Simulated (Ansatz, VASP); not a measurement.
**HgPtSeF3: VASP beside Ansatz**

The input INCAR:

```
SYSTEM = HgPtSeF3
PREC = Accurate
ENCUT = 600
EDIFF = 1E-7
ISMEAR = 0
SIGMA = 0.15
LREAL = .FALSE.
LASPH = .TRUE.
NELM = 120
ALGO = Normal
ISIF = 3
LWAVE = .FALSE.
LCHARG = .FALSE.
GGA = PE
IBRION = 2
NSW = 36
EDIFFG = -0.08
GGA_COMPAT = .FALSE.
NELMIN = 4
```

File KPOINTS:

```
Automatic mesh
0
G
  3 3 3
  0 0 0
```

Contents of POSCAR:

```
HgPtSeF3
1.0
   -2.6238143000      3.1370421000      3.9770879400
    2.6238143000     -3.1370421000      3.9770879400
    2.6238143000      3.1370421000     -3.9770879400
Hg Pt Se F
1 1 1 3
Direct
    0.0000000000      0.0000000000      0.0000000000
    0.5000000000      0.5000000000      0.0000000000
    0.0000000000      0.5000000000      0.5000000000
    0.7602483700      0.7602483700      0.0000000000
    0.2397516300      0.2397516300      0.0000000000
    0.5000000000      0.0000000000      0.5000000000
```

Input for Ansatz:

```yaml
crystal:
  lattice:
    - [-2.6238143, 3.1370421, 3.97708794]
    - [2.6238143, -3.1370421, 3.97708794]
    - [2.6238143, 3.1370421, -3.97708794]
  atoms:
    - { symbol: Hg, position: [0.0, 0.0, 0.0] }
    - { symbol: Pt, position: [0.5, 0.5, 0.0] }
    - { symbol: Se, position: [0.0, 0.5, 0.5] }
    - { symbol: F, position: [0.76024837, 0.76024837, 0.0] }
    - { symbol: F, position: [0.23975163, 0.23975163, 0.0] }
    - { symbol: F, position: [0.5, 0.0, 0.5] }
basis:
  ecutwfc: 420
kpoints:
  mp_grid: { grid: [3, 3, 3] }
hamiltonian:
  xc: pbe
scf:
  occupations: { method: gaussian, width: 0.15 }
  lower_state_search: "off"
output:
  forces: true
  stress: true
  eigenvalues: true
relax:
  adjacent_minimum: "off"
  f_tol: 0.08
  max_steps: 16
  cell: { stress_tol: 0.8 }
```

Alike in both runs: task relaxation of cell and atoms; functional PBE; k mesh 3 × 3 × 3; occupations gaussian, width 0.15 eV; no spin polarisation.

|  | VASP | Ansatz |
| --- | --- | --- |
| version | VASP 6.6.1 | Ansatz 0.2.0 |
| potentials or method | VASP PAW PBE potentials, release 64 (Hg, Pt, Se, F), cutoff 600 eV | scalar-relativistic, plane waves, PAW |
| valence electrons in the cell | 49 | 75 |

```tsv
	VASP	Ansatz	Ansatz less VASP
gap on the k mesh at the Fermi level, each at its own relaxed structure (eV)	none	none	-
relaxed volume (Å³/atom)	19.06	19.03	-0.032
relaxed cell length with the largest relative difference (Å)	5.727	5.717	-0.0097
```

A gap of «none» marks a metal or a gap that the smearing closes. VASP's potentials hold 49 valence electrons a cell and Ansatz's 75, so a difference there can come from the potentials and not from the codes.

The k mesh is coarse, so the values compare programs but aren't converged. Spin-orbit coupling is off throughout.
